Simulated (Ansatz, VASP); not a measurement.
Fe: VASP beside Ansatz

```
CELL_PARAMETERS angstrom
-1.43900 1.43900 1.43900
1.43900 -1.43900 1.43900
1.43900 1.43900 -1.43900
ATOMIC_POSITIONS crystal
Fe 0.00000 0.00000 0.00000
```

Alike in both runs: task single point; functional PBEsol; k mesh 26 × 26 × 26; occupations gaussian, width 0.15 eV; collinear spin.

|  | VASP | Ansatz |
| --- | --- | --- |
| version | VASP 6.6.1 | Ansatz 0.2.0 |
| potentials or method | VASP PAW PBE potentials, release 64 (Fe), cutoff 520 eV | scalar-relativistic, plane waves, PAW |
| valence electrons in the cell | 8 | 16 |

Ansatz gave:

* gap on the k mesh at the Fermi level (eV): none
* pressure (GPa): -17.0
* net moment per atom (μB): 2.25
* size of the moment on the site where the two differ most (μB): 2.29

Task: What did VASP give for the same quantities?

Result: gap on the k mesh at the Fermi level (eV): none; pressure (GPa): -16.9; net moment per atom (μB): 2.27; size of the moment on the site where the two differ most (μB): 2.27.

VASP's potentials were made for PBE, not for PBEsol. Site moments also hang on the region over which each program counts them. A gap of «none» marks a metal or a gap that the smearing closes. VASP's potentials hold 8 valence electrons a cell and Ansatz's 16, so a difference there can come from the potentials and not from the codes.
